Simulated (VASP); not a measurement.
Here is a VASP 6.6.1 calculation.

File INCAR:

```
PREC     = Accurate       # precision mode
ENCUT    = 520            # plane-wave cutoff, eV
EDIFF    = 1E-6           # SCF threshold, eV
ISMEAR   = 0              # smearing method
SIGMA    = 0.05           # smearing width, eV
LREAL    = False          # projectors in reciprocal space
LASPH    = True           # aspherical terms in the spheres
NELM     = 60             # most SCF steps
ALGO     = Normal         # electronic algorithm
ISIF     = 2              # what is computed and relaxed
LWAVE    = False          # write WAVECAR
LCHARG   = True           # write CHGCAR
GGA      = PE             # functional
LELF     = True           # ELF
LVHAR    = True         
NBANDS   = 33             # bands
```

File KPOINTS:

```
regular mesh
0
Gamma
  6 6 10
```

Contents of POSCAR:

```
TiO2
1.0
    4.5273148210      0.0000000000      0.0000000000
    0.0000000000      4.5273148210      0.0000000000
    0.0000000000      0.0000000000      2.8897670966
Ti O
2 4
Direct
    0.0000000000      0.0000000000      0.0117733187
    0.5000000000      0.5000000000      0.5117733187
    0.3050970583      0.3050970583     -0.0176121460
    0.1949029417      0.8050970583      0.4823878540
    0.6949029417      0.6949029417     -0.0176121460
    0.8050970583      0.1949029417      0.4823878540
```

Potentials or basis: VASP PAW PBE potentials, release 64 (Ti_sv, O).

Run with:

```sh
$ cat potpaw_PBE.64/Ti_sv/POTCAR potpaw_PBE.64/O/POTCAR > POTCAR
$ mpirun -np 1 vasp_std > vasp.out
```

(1) What does it give for the pressure?

(2) What does it give for the band gap on the k mesh?

(3) Estimate the largest force.

Results:

(1) 22.3 GPa.

(2) 2.16 eV (least direct gap 2.26 eV).

(3) 0.616 eV/Å.

Caveat: the cell differs from its parent crystal (atoms displaced along a vibrational mode, the cell strained); the cell stands under pressure.
